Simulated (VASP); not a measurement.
# InSb (F-43m) in VASP: notebook

InSb is run at these levels: PBE, r2SCAN; tasks: single point.

All numbers are computed with VASP 6.6.1; they aren't measurements. Logs are shortened: lines on timing, memory, paths and dates and some standing lists are left out, and cuts for length are marked.

**1. The cell of the first run**

The structure is cubic, space group F-43m (No. 216). Conventional cell: a = 6.559 Å, b = 6.559 Å, c = 6.559 Å, α = 90.00°, β = 90.00°, γ = 90.00°. Within 3.7 Å of In (site symmetry -43m) lie 4 Sb at 2.84 Å. Sb (site symmetry -43m) has 4 In at 2.84 Å within 3.7 Å.

**2. Single point, PBE**

Contents of INCAR:

```
PREC = Accurate
ENCUT = 520
EDIFF = 1E-7
ISMEAR = -1
SIGMA = 0.02
LREAL = F
LASPH = T
NELM = 60
ALGO = Normal
ISIF = 2
LWAVE = F
LCHARG = F
GGA = PE
NBANDS = 16
```

Contents of KPOINTS:

```
Automatic mesh
0
Gamma
  6 6 6
```

Contents of POSCAR:

```
InSb
1.0
    0.0000000000      3.2795130186      3.2795130186
    3.2795130186      0.0000000000      3.2795130186
    3.2795130186      3.2795130186      0.0000000000
In Sb
1 1
Direct
    0.0000000000      0.0000000000      0.0000000000
    0.2500000000      0.2500000000      0.2500000000
```

Potentials or basis: VASP PAW PBE potentials, release 64 (In_d, Sb).

Started as:

```
$ cat potpaw_PBE.64/In_d/POTCAR potpaw_PBE.64/Sb/POTCAR > POTCAR
$ mpirun -np 1 vasp_std > vasp.out
```

OUTCAR:

```text
PREC = Accurate
   ENCUT = 520
   EDIFF = 1E-7
   ISMEAR = -1
   LREAL = F
   LASPH = T
   NELM = 60
   ISIF = 2
   GGA = PE

 ion  position               nearest neighbor table
   1  0.000  0.000  0.000-   2 2.84   2 2.84   2 2.84   2 2.84
   2  0.250  0.250  0.250-   1 2.84   1 2.84   1 2.84   1 2.84

  LATTYP: Found a face centered cubic cell.
 ALAT       =     6.5590260372

  Lattice vectors:

 A1 = (   0.0000000000,   3.2795130186,   3.2795130186)
 A2 = (   3.2795130186,   0.0000000000,   3.2795130186)
 A3 = (   3.2795130186,   3.2795130186,   0.0000000000)

Analysis of symmetry for initial positions (statically):
=====================================================================
 Subroutine PRICEL returns:
 Original cell was already a primitive cell.

 Routine SETGRP: Setting up the symmetry group for a
 face centered cubic supercell.

 Subroutine GETGRP returns: Found 24 space group operations
 (whereof 24 operations were pure point group operations)
 out of a pool of 48 trial point group operations.

The static configuration has the point symmetry T_d .

Analysis of symmetry for dynamics (positions and initial velocities):
=====================================================================
 Subroutine PRICEL returns:
 Original cell was already a primitive cell.

 Routine SETGRP: Setting up the symmetry group for a
 face centered cubic supercell.

 Subroutine GETGRP returns: Found 24 space group operations
 (whereof 24 operations were pure point group operations)
 out of a pool of 48 trial point group operations.

The dynamic configuration has the point symmetry T_d .

 Subroutine INISYM returns: Found 24 space group operations
 (whereof 24 operations are pure point group operations),
 and found     1 'primitive' translations

----------------------------------------------------------------------------------------

                                     Primitive cell

  volume of cell :      70.5437

  direct lattice vectors                    reciprocal lattice vectors
     0.000000000  3.279513019  3.279513019    -0.152461660  0.152461660  0.152461660
     3.279513019  0.000000000  3.279513019     0.152461660 -0.152461660  0.152461660
     3.279513019  3.279513019  0.000000000     0.152461660  0.152461660 -0.152461660

  length of vectors
     4.637931789  4.637931789  4.637931789     0.264071342  0.264071342  0.264071342

  position of ions in fractional coordinates (direct lattice)
     0.000000000  0.000000000  0.000000000
     0.250000000  0.250000000  0.250000000

  ion indices of the primitive-cell ions
   primitive index   ion index
                 1           1
                 2           2

----------------------------------------------------------------------------------------

 KPOINTS: Automatic mesh

Automatic generation of k-mesh.
 Grid dimensions read from file:
 generate k-points for:    6    6    6

 Generating k-lattice:

  Cartesian coordinates                     Fractional coordinates (reciprocal lattice)
    -0.025410277  0.025410277  0.025410277     0.166666667  0.000000000  0.000000000
     0.025410277 -0.025410277  0.025410277     0.000000000  0.166666667  0.000000000
     0.025410277  0.025410277 -0.025410277     0.000000000  0.000000000  0.166666667

  Length of vectors
     0.044011890  0.044011890  0.044011890

  Shift w.r.t. Gamma in fractional coordinates (k-lattice)
     0.000000000  0.000000000  0.000000000

 Subroutine IBZKPT returns following result:
 ===========================================

 Found     16 irreducible k-points:

 Following reciprocal coordinates:
            Coordinates               Weight
  0.000000  0.000000  0.000000      1.000000
  0.166667  0.000000  0.000000      8.000000
  0.333333  0.000000  0.000000      8.000000
  0.500000  0.000000  0.000000      4.000000
  0.166667  0.166667  0.000000      6.000000
  0.333333  0.166667  0.000000     24.000000
[... 8 lines left out ...]
 -0.333333  0.333333  0.166667     24.000000
 -0.333333  0.500000  0.166667     12.000000
   k-points           NKPTS =     16   k-points in BZ     NKDIM =     16   number of bands    NBANDS=     16
   number of dos      NEDOS =    301   number of ions     NIONS =      2
   total plane-waves  NPLWV =  46656
   dimension x,y,z NGX =    36 NGY =   36 NGZ =   36
   dimension x,y,z NGXF=    72 NGYF=   72 NGZF=   72
   ions per type =               1   1
   NGX,Y,Z   is equivalent  to a cutoff of  12.90, 12.90, 12.90 a.u.
   NGXF,Y,Z  is equivalent  to a cutoff of  25.81, 25.81, 25.81 a.u.
 SYSTEM =  unknown system
   PREC   = accura    normal or accurate (medium, high low for compatibility)
   ISTART =      0    job   : 0-new  1-cont  2-samecut
   ICHARG =      2    charge: 1-file 2-atom 10-const
   ISPIN  =      1    spin polarized calculation?
   LNONCOLLINEAR =      F non collinear calculations
   LSORBIT =      F    spin-orbit coupling
   LASPH  =      T    aspherical Exc in radial PAW
   ENCUT  =  520.0 eV  38.22 Ry    6.18 a.u.   8.62  8.62  8.62*2*pi/ulx,y,z
   NELM   =     60;   NELMIN=  2; NELMDL= -5     # of ELM steps
   EDIFF  = 0.1E-06   stopping-criterion for ELM
   LREAL  =      F    real-space projection
   EDIFFG = 0.1E-05   stopping-criterion for IOM
   NSW    =      0    number of steps for IOM
   IBRION =     -1    ionic relax: 0-MD 1-quasi-New 2-CG
   NFREE  =      0    steps in history (QN), initial steepest desc. (CG)
   ISIF   =      2    stress and relaxation
   ISYM   =      2    0-nonsym 1-usesym 2-fastsym
   POTIM  = 0.5000    time-step for ionic-motion
   TEBEG  =    0.0;   TEEND  =   0.0 temperature during run
   PSTRESS=    0.0 pullay stress
   NELECT =      18.0000    total number of electrons
   NUPDOWN=      -1.0000    fix difference up-down
   EMIN   =  10.00;   EMAX   =-10.00  energy-range for DOS
   EFERMI =   0.00;   METHOD = LEGACY
   ISMEAR =    -1;   SIGMA  =   0.02  broadening in eV -4-tet -1-fermi 0-gaus
   EFERMI_NEDOS =   21; number of points for ismear=-14 and -15
   IALGO  =     38    algorithm
   IMIX   =      4    mixing-type and parameters
     AMIX     =   0.40;   BMIX     =  1.00
     AMIX_MAG =   1.60;   BMIX_MAG =  1.00
  volume/ion in A,a.u.               =      35.27       238.03
  Fermi-wavevector in a.u.,A,eV,Ry     =   1.038356  1.962208 14.669575  1.078183
  Thomas-Fermi vector in A             =   2.172837
   LORBIT       =      0    0 simple, 1 ext, 2 COOP (PROOUT), +10 PAW based schemes
   GGA     = PE    functional components
   LHFCALC =     F    Hartree Fock is set to
   AEXX    =    0.0000 exact exchange contribution
   IVDW    =     0    specifies the selected vdW correction
   LEPSILON=     F    determine dielectric tensor
   LRPA    =     F    only Hartree local field effects (RPA)
 non-spin polarized calculation
  energy-cutoff  :      520.00
  volume of cell :       70.54
 maximum number of plane-waves:      1917
 NGX is ok and might be reduce to    36
   NGX = 17   NGY = 17   NGZ = 17

 number of electron      18.0000000 magnetization

 Free energy of the ion-electron system (eV)
  ---------------------------------------------------
  ext. energy  EPLUGINS =         0.00000000
  ---------------------------------------------------
  free energy    TOTEN  =        -6.92111421 eV

  energy without entropy =       -6.92076059  energy(sigma->0) =       -6.92093740

 E-fermi :   4.7445     XC(G=0):  -8.5242

 val. band max:        4.7306616411   @ k =   0.0000   0.0000   0.0000
 cond. band min:       5.2033053937   @ k =   0.5000   0.0000   0.0000
 fundamental gap:      0.4726437525
 Fermi energy:         4.7445244640

 k-point     1 :       0.0000    0.0000    0.0000
  band No.  band energies     occupation
      1      -9.8067      2.00000
      2      -9.8067      2.00000
      3      -9.8067      2.00000
      4      -9.7318      2.00000
      5      -9.7318      2.00000
      6      -5.7584      2.00000
[... 8 lines left out ...]
     15      12.9327      0.00000
     16      12.9327      0.00000

 k-point     2 :       0.1667    0.0000    0.0000
  band No.  band energies     occupation
      1      -9.8169      2.00000
      2      -9.8020      2.00000
      3      -9.8020      2.00000
      4      -9.7320      2.00000
      5      -9.7320      2.00000
      6      -5.5231      2.00000
[... 8 lines left out ...]
     15      12.0215      0.00000
     16      12.0215      0.00000

 k-point     3 :       0.3333    0.0000    0.0000
  band No.  band energies     occupation
      1      -9.8370      2.00000
      2      -9.7938      2.00000
      3      -9.7938      2.00000
      4      -9.7313      2.00000
      5      -9.7313      2.00000
      6      -4.9184      2.00000
[... 8 lines left out ...]
     15      12.4124      0.00000
     16      12.4124      0.00000

 k-point     4 :       0.5000    0.0000    0.0000
  band No.  band energies     occupation
      1      -9.8470      2.00000
      2      -9.7903      2.00000
      3      -9.7903      2.00000
      4      -9.7302      2.00000
      5      -9.7302      2.00000
      6      -4.4825      2.00000
[... 8 lines left out ...]
     15      13.8165      0.00000
     16      13.8165      0.00000
[... 172 lines left out ...]
 k-point    14 :       0.5000    0.3333    0.1667
  band No.  band energies     occupation
      1      -9.8553      2.00000
      2      -9.7846      2.00000
      3      -9.7796      2.00000
      4      -9.7388      2.00000
      5      -9.7282      2.00000
      6      -4.4258      2.00000
[... 8 lines left out ...]
     15      13.4379      0.00000
     16      14.8365      0.00000

 k-point    15 :      -0.3333    0.3333    0.1667
  band No.  band energies     occupation
      1      -9.8599      2.00000
      2      -9.7838      2.00000
      3      -9.7755      2.00000
      4      -9.7375      2.00000
      5      -9.7299      2.00000
      6      -4.0669      2.00000
[... 8 lines left out ...]
     15      14.2163      0.00000
     16      14.6597      0.00000

 k-point    16 :      -0.3333    0.5000    0.1667
  band No.  band energies     occupation
      1      -9.8677      2.00000
      2      -9.7781      2.00000
      3      -9.7702      2.00000
      4      -9.7424      2.00000
      5      -9.7275      2.00000
      6      -3.8924      2.00000
[... 8 lines left out ...]
     15      14.3329      0.00000
     16      15.0730      0.00000

------------------------ aborting loop because EDIFF is reached ----------------------------------------

  FORCE on cell =-STRESS in cart. coord.  units (eV):
  Direction    XX          YY          ZZ          XY          YZ          ZX
  --------------------------------------------------------------------------------------
  -------------------------------------------------------------------------------------
  Total        0.6293025      0.6293025      0.6293025     -0.0000000      0.0000000     -0.0000000
  in kB       14.2926228     14.2926228     14.2926228     -0.0000000      0.0000000     -0.0000000
  external PRESSURE =      14.2926228 kB  Pullay stress =       0.0000000 kB

 VOLUME and BASIS-vectors are now :
 -----------------------------------------------------------------------------
  energy-cutoff  :      520.00
  volume of cell :       70.54
      direct lattice vectors                 reciprocal lattice vectors
     0.000000000  3.279513019  3.279513019    -0.152461660  0.152461660  0.152461660
     3.279513019  0.000000000  3.279513019     0.152461660 -0.152461660  0.152461660
     3.279513019  3.279513019  0.000000000     0.152461660  0.152461660 -0.152461660

 POSITION                                       TOTAL-FORCE (eV/Angst)
 -----------------------------------------------------------------------------------
      0.00000      0.00000      0.00000         0.000000      0.000000      0.000000
      1.63976      1.63976      1.63976        -0.000000     -0.000000     -0.000000
 -----------------------------------------------------------------------------------
    total drift:                               -0.000000     -0.000000     -0.000000

  FREE ENERGIE OF THE ION-ELECTRON SYSTEM (eV)
  ---------------------------------------------------
  free  energy   TOTEN  =        -6.9211142115 eV

  energy  without entropy=       -6.9207605889  energy(sigma->0) =       -6.92093740
```

Wall time 52 s (1 thread of Intel Xeon 8259CL, shared host); peak memory 0.18 GiB.

What came out:

* Free energy: -6.9211 eV
* Pressure: 1.4 GPa
* Band gap on the k mesh: zero (filled and empty bands touch)

Levels at points of the mesh, in eV from the Fermi level:
```tsv
k point	band 7	band 8	band 9	band 10	band 11	band 12
(0.00, 0.00, 0.00)	-0.41	-0.01	-0.01	-0.01	2.95	2.95
(0.50, 0.00, 0.00)	-5.47	-0.97	-0.97	0.46	3.79	3.79
(0.50, 0.50, 0.00)	-5.78	-2.16	-2.16	1.33	1.39	7.92
```

Caveat: semilocal functionals underestimate gaps, and a narrow one can read as zero; spin-orbit coupling is left out, which moves the levels of the heavy elements.

**3. Single point, PBE (strain +2.5%)**

Contents of INCAR:

```
SYSTEM = InSb
  PREC = Accurate
  ENCUT = 520
  EDIFF = 1E-6
  ISMEAR = -1
  SIGMA = 0.02
  LREAL = .False.
  LASPH = .True.
  NELM = 100
  ALGO = Normal
  ISIF = 2
  LWAVE = .False.
  LCHARG = .False.
  GGA = PE
  NBANDS = 16
```

Contents of KPOINTS:

```
Automatic mesh
0
Gamma
  6 6 6
  0 0 0
```

Contents of POSCAR:

```
InSb
1.0
    0.0000000000      3.3615008441      3.3615008441
    3.3615008441      0.0000000000      3.3615008441
    3.3615008441      3.3615008441      0.0000000000
In Sb
1 1
Direct
    0.0000000000      0.0000000000      0.0000000000
    0.2500000000      0.2500000000      0.2500000000
```

Potentials or basis: VASP PAW PBE potentials, release 64 (In_d, Sb).

Started as:

```
$ cat potpaw_PBE.64/In_d/POTCAR potpaw_PBE.64/Sb/POTCAR > POTCAR
$ mpirun -np 1 vasp_std > vasp.out
```

OUTCAR:

```text
SYSTEM = InSb
   PREC = Accurate
   ENCUT = 520
   EDIFF = 1E-6
   ISMEAR = -1
   LREAL = .False.
   LASPH = .True.
   NELM = 100
   ISIF = 2
   GGA = PE

 ion  position               nearest neighbor table
   1  0.000  0.000  0.000-   2 2.91   2 2.91   2 2.91   2 2.91
   2  0.250  0.250  0.250-   1 2.91   1 2.91   1 2.91   1 2.91

  LATTYP: Found a face centered cubic cell.
 ALAT       =     6.7230016882

  Lattice vectors:

[... 478 lines left out ...]

------------------------ aborting loop because EDIFF is reached ----------------------------------------

  FORCE on cell =-STRESS in cart. coord.  units (eV):
  Direction    XX          YY          ZZ          XY          YZ          ZX
  --------------------------------------------------------------------------------------
  -------------------------------------------------------------------------------------
  Total       -0.6118417     -0.6118417     -0.6118417     -0.0000000      0.0000000      0.0000000
  in kB      -12.9038695    -12.9038695    -12.9038695     -0.0000000      0.0000000      0.0000000
  external PRESSURE =     -12.9038695 kB  Pullay stress =       0.0000000 kB

 VOLUME and BASIS-vectors are now :
 -----------------------------------------------------------------------------
  energy-cutoff  :      520.00
  volume of cell :       75.97
      direct lattice vectors                 reciprocal lattice vectors
     0.000000000  3.361500844  3.361500844    -0.148743083  0.148743083  0.148743083
     3.361500844  0.000000000  3.361500844     0.148743083 -0.148743083  0.148743083
     3.361500844  3.361500844  0.000000000     0.148743083  0.148743083 -0.148743083

 POSITION                                       TOTAL-FORCE (eV/Angst)
 -----------------------------------------------------------------------------------
      0.00000      0.00000      0.00000         0.000000      0.000000      0.000000
      1.68075      1.68075      1.68075        -0.000000     -0.000000     -0.000000
 -----------------------------------------------------------------------------------
    total drift:                               -0.000000     -0.000000     -0.000000

  FREE ENERGIE OF THE ION-ELECTRON SYSTEM (eV)
  ---------------------------------------------------
  free  energy   TOTEN  =        -6.9209031064 eV

  energy  without entropy=       -6.9205494649  energy(sigma->0) =       -6.92072629
```

stdout:

```text
POSCAR found type information on POSCAR InSb
 POSCAR found :  2 types and       2 ions
 scaLAPACK will be used
 LDA part: xc-table for (Slater+PW92), standard interpolation
 POSCAR, INCAR and KPOINTS ok, starting setup
 FFT: planning ... GRIDC
 FFT: planning ... GRID_SOFT
 FFT: planning ... GRID
 WAVECAR not read
 entering main loop
```

It took 41 s on 1 thread of Intel Xeon 8259CL, shared host; peak memory 0.18 GiB.

Results:

```
Free energy            : -6.9209 eV
Pressure               : -1.3 GPa
Band gap on the k mesh : zero (filled and empty bands touch)
```

Levels at points of the mesh, in eV from the Fermi level:
| k point | band 6 | band 7 | band 8 | band 9 | band 10 | band 11 | band 12 | band 13 |
| --- | --- | --- | --- | --- | --- | --- | --- | --- |
| (0.00, 0.00, 0.00) | -10.08 | -0.82 | -0.01 | -0.01 | -0.01 | 2.94 | 2.94 | 2.94 |
| (0.50, 0.00, 0.00) | -8.98 | -5.16 | -0.86 | -0.86 | 0.34 | 3.76 | 3.76 | 6.10 |
| (0.50, 0.50, 0.00) | -8.49 | -5.49 | -1.94 | -1.94 | 1.35 | 1.51 | 7.48 | 7.48 |

Caveat: the cell differs from its parent crystal (strain +2.5%); semilocal functionals underestimate gaps, and a narrow one can read as zero; spin-orbit coupling is left out, which moves the levels of the heavy elements.

**4. Single point, r2SCAN**

Contents of POSCAR:

```
InSb
1.0
    0.0000000000      3.2795130186      3.2795130186
    3.2795130186      0.0000000000      3.2795130186
    3.2795130186      3.2795130186      0.0000000000
In Sb
1 1
Direct
    0.0000000000      0.0000000000      0.0000000000
    0.2500000000      0.2500000000      0.2500000000
```

Contents of INCAR.step1:

```
SYSTEM = InSb
PREC = Accurate
ENCUT = 520
ISMEAR = -1
SIGMA = 0.02
LREAL = .FALSE.
LASPH = .TRUE.
NELM = 80
NBANDS = 16
GGA = PE
ALGO = Normal
EDIFF = 1E-4
LWAVE = .TRUE.
LCHARG = .FALSE.
```

Contents of INCAR.step2:

```
SYSTEM = InSb
PREC = Accurate
ENCUT = 520
EDIFF = 1E-7
ISMEAR = -1
SIGMA = 0.02
LREAL = .FALSE.
LASPH = .TRUE.
NELM = 80
ALGO = Normal
ISIF = 2
LWAVE = .FALSE.
LCHARG = .TRUE.
METAGGA = R2SCAN
LMIXTAU = .TRUE.
LELF = .TRUE.
LVHAR = .TRUE.
NBANDS = 16
ISTART = 1
```

Contents of KPOINTS:

```
Automatic mesh
0
G
  6 6 6
  0 0 0
```

Started as:

```
$ cat potpaw_PBE.64/In_d/POTCAR potpaw_PBE.64/Sb/POTCAR > POTCAR
$ cp INCAR.step1 INCAR
$ mpirun -np 1 vasp_std > vasp.out
$ cp INCAR.step2 INCAR
$ mpirun -np 1 vasp_std > vasp.out
```

It took 4 min on 1 thread of Intel Xeon 8259CL, shared host; peak memory 0.2 GiB.

The run converged. Its results:

* Free energy: -48.7483 eV
* Pressure: 0.0 GPa
* Band gap on the k mesh: 0.01 eV

Levels at points of the mesh, in eV from the valence-band top:
| k point | band 7 | band 8 | band 9 | band 10 | band 11 | band 12 |
| --- | --- | --- | --- | --- | --- | --- |
| (0.00, 0.00, 0.00) | 0.00 | 0.00 | 0.00 | 0.01 | 3.22 | 3.22 |
| (0.50, 0.00, 0.00) | -5.60 | -0.99 | -0.99 | 0.76 | 4.09 | 4.09 |
| (0.50, 0.50, 0.00) | -5.91 | -2.23 | -2.23 | 1.56 | 1.63 | 8.51 |

Caveat: the smearing spreads over this small gap; semilocal functionals underestimate gaps, and a narrow one can read as zero; the PAW data sets were made with another functional, which shifts forces and pressure a little; spin-orbit coupling is left out, which moves the levels of the heavy elements.

**5. Overview**

```tsv
level	cell	gap on the mesh (eV)	pressure (GPa)
PBE	a = 4.638 Å, angles 60.0°, 2 atoms	none	1.4
PBE	a = 4.754 Å, angles 60.0°, 2 atoms	none	-1.3
r2SCAN	a = 4.638 Å, angles 60.0°, 2 atoms	0.01	0.0
```

Alike in all rows: task single point; potentials or basis VASP PAW PBE potentials, release 64 (In_d, Sb); no spin polarisation; k mesh 6 × 6 × 6; cutoff (eV) 520; smearing fermi-dirac 0.02 eV.

Caveats: semilocal functionals underestimate gaps, and a narrow one can read as zero; spin-orbit coupling is left out, which moves the levels of the heavy elements; the smearing spreads over this small gap (at least some runs); the PAW data sets were made with another functional, which shifts forces and pressure a little (at least some runs).

Absolute energies hang on the potentials; compare differences alone.

The gap in the log of VASP goes by the Fermi energy; the results here count the filled bands.